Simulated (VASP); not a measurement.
# Ge (Fd-3m) in VASP: notebook

Runs on Ge. Level: PBEsol. Tasks: single point.

All numbers are computed with VASP 6.6.1; they aren't measurements. Logs are shortened: lines on timing, memory, paths and dates and some standing lists are left out, and cuts for length are marked.

## Step 1: The cell of the first run

The structure is cubic, space group Fd-3m (No. 227). Conventional cell: a = 5.577 Å, b = 5.577 Å, c = 5.577 Å, α = 90.00°, β = 90.00°, γ = 90.00°. Within 3.2 Å of Ge (site symmetry -43m) lie 4 Ge at 2.41 Å.

## Step 2: Single point, PBEsol

Contents of INCAR:

```
SYSTEM = Ge
PREC = Accurate
ENCUT = 520
EDIFF = 1E-6
ISMEAR = -1
SIGMA = 0.05
LREAL = .False.
LASPH = .True.
NELM = 80
ALGO = Normal
ISIF = 2
LWAVE = .False.
LCHARG = .False.
GGA = PS
NBANDS = 21
```

Contents of KPOINTS:

```
Automatic mesh
0
Gamma
  14 14 14
  0 0 0
```

Contents of POSCAR:

```
Ge
1.0
    0.0000000000      2.7883673930      2.7883673930
    2.7883673930      0.0000000000      2.7883673930
    2.7883673930      2.7883673930      0.0000000000
Ge
2
Direct
    0.5000000000      0.5000000000      0.5000000000
    0.7500000000      0.7500000000      0.7500000000
```

Potentials or basis: VASP PAW PBE potentials, release 64 (Ge_d).

Started as:

```console
$ cat potpaw_PBE.64/Ge_d/POTCAR > POTCAR
$ mpirun -np 1 vasp_std > vasp.out
```

OUTCAR:

```text
SYSTEM = Ge
   PREC = Accurate
   ENCUT = 520
   EDIFF = 1E-6
   ISMEAR = -1
   LREAL = .False.
   LASPH = .True.
   NELM = 80
   ISIF = 2
   GGA = PS

 ion  position               nearest neighbor table
   1  0.500  0.500  0.500-   2 2.41   2 2.41   2 2.41   2 2.41
   2  0.750  0.750  0.750-   1 2.41   1 2.41   1 2.41   1 2.41

  LATTYP: Found a face centered cubic cell.
 ALAT       =     5.5767347860

  Lattice vectors:

 A1 = (   0.0000000000,   2.7883673930,   2.7883673930)
 A2 = (   2.7883673930,   0.0000000000,   2.7883673930)
 A3 = (   2.7883673930,   2.7883673930,   0.0000000000)

Analysis of symmetry for initial positions (statically):
=====================================================================
 Subroutine PRICEL returns:
 Original cell was already a primitive cell.

 Routine SETGRP: Setting up the symmetry group for a
 face centered cubic supercell.

 Subroutine GETGRP returns: Found 48 space group operations
 (whereof 24 operations were pure point group operations)
 out of a pool of 48 trial point group operations.

The static configuration has the point symmetry T_d .
 The point group associated with its full space group is O_h .

Analysis of symmetry for dynamics (positions and initial velocities):
=====================================================================
 Subroutine PRICEL returns:
 Original cell was already a primitive cell.

 Routine SETGRP: Setting up the symmetry group for a
 face centered cubic supercell.

 Subroutine GETGRP returns: Found 48 space group operations
 (whereof 24 operations were pure point group operations)
 out of a pool of 48 trial point group operations.

The dynamic configuration has the point symmetry T_d .
 The point group associated with its full space group is O_h .

 Subroutine INISYM returns: Found 48 space group operations
 (whereof 24 operations are pure point group operations),
 and found     1 'primitive' translations

----------------------------------------------------------------------------------------

                                     Primitive cell

  volume of cell :      43.3591

  direct lattice vectors                    reciprocal lattice vectors
     0.000000000  2.788367393  2.788367393    -0.179316399  0.179316399  0.179316399
     2.788367393  0.000000000  2.788367393     0.179316399 -0.179316399  0.179316399
     2.788367393  2.788367393  0.000000000     0.179316399  0.179316399 -0.179316399
[... 73 lines left out ...]
   NGXF,Y,Z  is equivalent  to a cutoff of  25.30, 25.30, 25.30 a.u.
 SYSTEM =  Ge
   PREC   = accura    normal or accurate (medium, high low for compatibility)
   ISTART =      0    job   : 0-new  1-cont  2-samecut
   ICHARG =      2    charge: 1-file 2-atom 10-const
   ISPIN  =      1    spin polarized calculation?
   LNONCOLLINEAR =      F non collinear calculations
   LSORBIT =      F    spin-orbit coupling
   LASPH  =      T    aspherical Exc in radial PAW
   ENCUT  =  520.0 eV  38.22 Ry    6.18 a.u.   7.33  7.33  7.33*2*pi/ulx,y,z
   NELM   =     80;   NELMIN=  2; NELMDL= -5     # of ELM steps
   EDIFF  = 0.1E-05   stopping-criterion for ELM
   LREAL  =      F    real-space projection
[... 7 lines left out ...]
   TEBEG  =    0.0;   TEEND  =   0.0 temperature during run
   PSTRESS=    0.0 pullay stress
   NELECT =      28.0000    total number of electrons
   NUPDOWN=      -1.0000    fix difference up-down
   EMIN   =  10.00;   EMAX   =-10.00  energy-range for DOS
   EFERMI =   0.00;   METHOD = LEGACY
   ISMEAR =    -1;   SIGMA  =   0.05  broadening in eV -4-tet -1-fermi 0-gaus
   EFERMI_NEDOS =   21; number of points for ismear=-14 and -15
   IALGO  =     38    algorithm
   IMIX   =      4    mixing-type and parameters
     AMIX     =   0.40;   BMIX     =  1.00
     AMIX_MAG =   1.60;   BMIX_MAG =  1.00
  volume/ion in A,a.u.               =      21.68       146.30
  Fermi-wavevector in a.u.,A,eV,Ry     =   1.415036  2.674030 27.243314  2.002327
  Thomas-Fermi vector in A             =   2.536516
   LORBIT       =      0    0 simple, 1 ext, 2 COOP (PROOUT), +10 PAW based schemes
   GGA     = PS    functional components
   LHFCALC =     F    Hartree Fock is set to
   AEXX    =    0.0000 exact exchange contribution
   IVDW    =     0    specifies the selected vdW correction
   LEPSILON=     F    determine dielectric tensor
   LRPA    =     F    only Hartree local field effects (RPA)
 non-spin polarized calculation
  energy-cutoff  :      520.00
  volume of cell :       43.36
 maximum number of plane-waves:      1211
 NGX is ok and might be reduce to    30
   NGX = 15   NGY = 15   NGZ = 15

 number of electron      28.0000018 magnetization

 Free energy of the ion-electron system (eV)
  ---------------------------------------------------
  ext. energy  EPLUGINS =         0.00000000
  ---------------------------------------------------
  free energy    TOTEN  =        -9.84709879 eV

  energy without entropy =       -9.84694724  energy(sigma->0) =       -9.84702302

 E-fermi :   5.4100     XC(G=0): -10.3360

 val. band max:        5.2923526607   @ k =   0.0000   0.0000   0.0000
 cond. band min:       5.5510671113   @ k =   0.5000   0.0000   0.0000
 fundamental gap:      0.2587144506
 Fermi energy:         5.4100431632

 k-point     1 :       0.0000    0.0000    0.0000
  band No.  band energies     occupation
      1     -19.5371      2.00000
      2     -19.5371      2.00000
      3     -19.5371      2.00000
      4     -19.4970      2.00000
      5     -19.4970      2.00000
      6     -19.2601      2.00000
[... 565 lines left out ...]
     20      14.6449      0.00000
     21      15.1806      0.00000

 [... further k-points ...]

------------------------ aborting loop because EDIFF is reached ----------------------------------------

  FORCE on cell =-STRESS in cart. coord.  units (eV):
  Direction    XX          YY          ZZ          XY          YZ          ZX
  --------------------------------------------------------------------------------------
  -------------------------------------------------------------------------------------
  Total        1.0669634      1.0669634      1.0669634      0.0000000     -0.0000000      0.0000000
  in kB       39.4257649     39.4257649     39.4257649      0.0000000     -0.0000000      0.0000000
  external PRESSURE =      39.4257649 kB  Pullay stress =       0.0000000 kB

 VOLUME and BASIS-vectors are now :
 -----------------------------------------------------------------------------
  energy-cutoff  :      520.00
  volume of cell :       43.36
      direct lattice vectors                 reciprocal lattice vectors
     0.000000000  2.788367393  2.788367393    -0.179316399  0.179316399  0.179316399
     2.788367393  0.000000000  2.788367393     0.179316399 -0.179316399  0.179316399
     2.788367393  2.788367393  0.000000000     0.179316399  0.179316399 -0.179316399

 POSITION                                       TOTAL-FORCE (eV/Angst)
 -----------------------------------------------------------------------------------
      2.78837      2.78837      2.78837        -0.000000     -0.000000     -0.000000
      4.18255      4.18255      4.18255         0.000000      0.000000      0.000000
 -----------------------------------------------------------------------------------
    total drift:                                0.000000     -0.000000     -0.000000

  FREE ENERGIE OF THE ION-ELECTRON SYSTEM (eV)
  ---------------------------------------------------
  free  energy   TOTEN  =        -9.8470987931 eV

  energy  without entropy=       -9.8469472424  energy(sigma->0) =       -9.84702302
```

OSZICAR:

```text
N       E                     dE             d eps       ncg     rms          rms(c)
DAV:   1     0.188337566282E+03    0.18834E+03   -0.14493E+04  4869   0.367E+03
DAV:   2     0.170724954190E+02   -0.17127E+03   -0.16542E+03  4378   0.613E+02
DAV:   3    -0.916652361612E+01   -0.26239E+02   -0.26065E+02  5053   0.142E+02
DAV:   4    -0.100058004349E+02   -0.83928E+00   -0.83886E+00  4913   0.300E+01
DAV:   5    -0.100192411390E+02   -0.13441E-01   -0.13440E-01  5038   0.416E+00    0.346E+00
DAV:   6    -0.990158248704E+01    0.11766E+00   -0.39020E-02  5739   0.223E+00    0.197E+00
DAV:   7    -0.984589728325E+01    0.55685E-01   -0.65936E-02  4708   0.245E+00    0.161E-01
DAV:   8    -0.984700266124E+01   -0.11054E-02   -0.73127E-03  5063   0.116E+00    0.507E-02
DAV:   9    -0.984708573805E+01   -0.83077E-04   -0.22423E-04  5179   0.215E-01    0.113E-02
DAV:  10    -0.984709813245E+01   -0.12394E-04   -0.17810E-05  5725   0.361E-02    0.549E-03
DAV:  11    -0.984709920592E+01   -0.10735E-05   -0.45682E-06  5580   0.347E-02    0.142E-03
DAV:  12    -0.984709879307E+01    0.41286E-06   -0.73634E-07  2804   0.179E-02
   1 F= -.98470988E+01 E0= -.98470230E+01  d E =-.151551E-03
```

stdout:

```text
POSCAR found type information on POSCAR Ge
 POSCAR found :  1 types and       2 ions
 scaLAPACK will be used
 -----------------------------------------------------------------------------
|                                                                             |
|                                                                             |
|     You enforced a specific xc type in the INCAR file but a different       |
|     I HOPE YOU KNOW WHAT YOU ARE DOING!                                     |
|                                                                             |
 -----------------------------------------------------------------------------

 LDA part: xc-table for (Slater+PW92), standard interpolation
 POSCAR, INCAR and KPOINTS ok, starting setup
 FFT: planning ... GRIDC
 FFT: planning ... GRID_SOFT
 FFT: planning ... GRID
 WAVECAR not read
 entering main loop
```

It took 51 s on 1 thread of Intel Xeon Platinum 8488C (Sapphire Rapids), shared host; peak memory 0.21 GiB.

What came out:

| Quantity | Value |
| --- | --- |
| Free energy | -9.8471 eV |
| Pressure | 3.9 GPa |
| Band gap on the k mesh | 0.26 eV (least direct gap 0.39 eV) |

Caveat: the cell stands under pressure; semilocal functionals underestimate gaps, and a narrow one can read as zero; the PAW data sets were made with another functional, which shifts forces and pressure a little.

## Step 3: Single point, PBEsol

This run uses another cell than the first one, of 22.22 Å³/atom.

Contents of INCAR:

```
ALGO = Normal
EDIFF = 1E-7
ENCUT = 520
GGA = PS
ISIF = 2
ISMEAR = -1
LASPH = T
LCHARG = F
LREAL = F
LWAVE = F
NBANDS = 21
NELM = 100
PREC = Accurate
SIGMA = 0.05
```

Contents of KPOINTS:

```
k-points
0
Gamma
  14 14 14
```

Contents of POSCAR:

```
Ge
1.0
    0.0000000000      2.8114755563      2.8114755563
    2.8114755563      0.0000000000      2.8114755563
    2.8114755563      2.8114755563      0.0000000000
Ge
2
Direct
    0.5000000000      0.5000000000      0.5000000000
    0.7500000000      0.7500000000      0.7500000000
```

Potentials or basis: VASP PAW PBE potentials, release 64 (Ge_d).

Started as:

```console
$ cat potpaw_PBE.64/Ge_d/POTCAR > POTCAR
$ mpirun -np 1 vasp_std > vasp.out
```

OUTCAR:

```text
EDIFF = 1E-7
   ENCUT = 520
   GGA = PS
   ISIF = 2
   ISMEAR = -1
   LASPH = T
   LREAL = F
   NELM = 100
   PREC = Accurate

 ion  position               nearest neighbor table
   1  0.500  0.500  0.500-   2 2.43   2 2.43   2 2.43   2 2.43
   2  0.750  0.750  0.750-   1 2.43   1 2.43   1 2.43   1 2.43

  LATTYP: Found a face centered cubic cell.
 ALAT       =     5.6229511126

  Lattice vectors:

[... 761 lines left out ...]
     21      14.8616      0.00000

 [... further k-points ...]

------------------------ aborting loop because EDIFF is reached ----------------------------------------

  FORCE on cell =-STRESS in cart. coord.  units (eV):
  Direction    XX          YY          ZZ          XY          YZ          ZX
  --------------------------------------------------------------------------------------
  -------------------------------------------------------------------------------------
  Total        0.5316798      0.5316798      0.5316798      0.0000000      0.0000000      0.0000000
  in kB       19.1658376     19.1658376     19.1658376      0.0000000      0.0000000      0.0000000
  external PRESSURE =      19.1658376 kB  Pullay stress =       0.0000000 kB

 VOLUME and BASIS-vectors are now :
 -----------------------------------------------------------------------------
  energy-cutoff  :      520.00
  volume of cell :       44.45
      direct lattice vectors                 reciprocal lattice vectors
     0.000000000  2.811475556  2.811475556    -0.177842556  0.177842556  0.177842556
     2.811475556  0.000000000  2.811475556     0.177842556 -0.177842556  0.177842556
     2.811475556  2.811475556  0.000000000     0.177842556  0.177842556 -0.177842556

 POSITION                                       TOTAL-FORCE (eV/Angst)
 -----------------------------------------------------------------------------------
      2.81148      2.81148      2.81148        -0.000000     -0.000000     -0.000000
      4.21721      4.21721      4.21721         0.000000      0.000000      0.000000
 -----------------------------------------------------------------------------------
    total drift:                                0.000000     -0.000000     -0.000000

  FREE ENERGIE OF THE ION-ELECTRON SYSTEM (eV)
  ---------------------------------------------------
  free  energy   TOTEN  =        -9.8672202546 eV

  energy  without entropy=       -9.8669440246  energy(sigma->0) =       -9.86708214
```

stdout:

```text
POSCAR found type information on POSCAR Ge
 POSCAR found :  1 types and       2 ions
 scaLAPACK will be used
 -----------------------------------------------------------------------------
|                                                                             |
|                                                                             |
|     You enforced a specific xc type in the INCAR file but a different       |
|     I HOPE YOU KNOW WHAT YOU ARE DOING!                                     |
|                                                                             |
 -----------------------------------------------------------------------------

 LDA part: xc-table for (Slater+PW92), standard interpolation
 POSCAR, INCAR and KPOINTS ok, starting setup
 FFT: planning ... GRIDC
 FFT: planning ... GRID_SOFT
 FFT: planning ... GRID
 WAVECAR not read
 entering main loop
```

It took 59 s on 1 thread of Intel Xeon Platinum 8488C (Sapphire Rapids), shared host; peak memory 0.21 GiB.

Results:

```
Free energy            : -9.8672 eV
Pressure               : 1.9 GPa
Band gap on the k mesh : 0.16 eV
```

Levels at points of the mesh, in eV from the valence-band top:
```csv
k point,band 11,band 12,band 13,band 14,band 15,band 16,band 17,band 18
"(0.00, 0.00, 0.00)",-12.94,0.00,0.00,0.00,0.16,2.54,2.54,2.54
"(0.50, 0.00, 0.00)",-10.80,-7.71,-1.44,-1.44,0.18,3.72,3.72,6.97
"(0.50, 0.50, 0.00)",-8.97,-8.97,-3.15,-3.15,0.64,0.64,9.65,9.65
```

Caveat: semilocal functionals underestimate gaps, and a narrow one can read as zero; the PAW data sets were made with another functional, which shifts forces and pressure a little. A k mesh can miss the band edges.

## Step 4: Single point, PBEsol

This run uses another cell than the first one, of 22.53 Å³/atom.

Contents of INCAR:

```
PREC = Accurate ; ENCUT = 520
EDIFF = 1E-7 ; ISMEAR = -1
SIGMA = 0.05 ; LREAL = False
LASPH = True ; NELM = 100
ALGO = Normal ; ISIF = 2
LWAVE = False ; LCHARG = False
GGA = PS ; NBANDS = 21
```

Contents of KPOINTS:

```
Automatic mesh
0
Gamma
  14 14 14
```

Contents of POSCAR:

```
Ge
1.0
    0.0000000000      2.8243238628      2.8243238628
    2.8243238628      0.0000000000      2.8243238628
    2.8243238628      2.8243238628      0.0000000000
Ge
2
Direct
    0.5000000000      0.5000000000      0.5000000000
    0.7500000000      0.7500000000      0.7500000000
```

Started as:

```console
$ cat potpaw_PBE.64/Ge_d/POTCAR > POTCAR
$ mpirun -np 1 vasp_std > vasp.out
```

Wall time 54 s (1 thread of Intel Xeon Platinum 8488C (Sapphire Rapids), shared host); peak memory 0.21 GiB.

It converged, with:

* Free energy: -9.8728 eV
* Pressure: 0.9 GPa
* Band gap on the k mesh: 0.04 eV

Levels at points of the mesh, in eV from the valence-band top:
```
           k point  band 12  band 13  band 14  band 15  band 16  band 17
(0.00, 0.00, 0.00)     0.00     0.00     0.00     0.04     2.53     2.53
(0.50, 0.00, 0.00)    -7.65    -1.42    -1.42     0.14     3.72     3.72
(0.50, 0.50, 0.00)    -8.92    -3.10    -3.10     0.66     0.66     9.53
```

Caveat: semilocal functionals underestimate gaps, and a narrow one can read as zero; the PAW data sets were made with another functional, which shifts forces and pressure a little. A k mesh can miss the band edges.

## Step 5: Summary

| cell | gap on the mesh (eV) | pressure (GPa) |
| --- | --- | --- |
| a = 3.943 Å, angles 60.0°, 2 atoms | 0.26 | 3.9 |
| a = 3.976 Å, angles 60.0°, 2 atoms | 0.16 | 1.9 |
| a = 3.994 Å, angles 60.0°, 2 atoms | 0.04 | 0.9 |

Alike in all rows: task single point; level PBEsol; potentials or basis VASP PAW PBE potentials, release 64 (Ge_d); no spin polarisation; k mesh 14 × 14 × 14; cutoff (eV) 520; smearing fermi-dirac 0.05 eV.

Caveats: semilocal functionals underestimate gaps, and a narrow one can read as zero; the PAW data sets were made with another functional, which shifts forces and pressure a little; the cell stands under pressure (at least some runs).

Total energies depend on the potentials used, so only differences within one code and one set of settings carry meaning.

The gap in the log of VASP goes by the Fermi energy; the results here count the filled bands.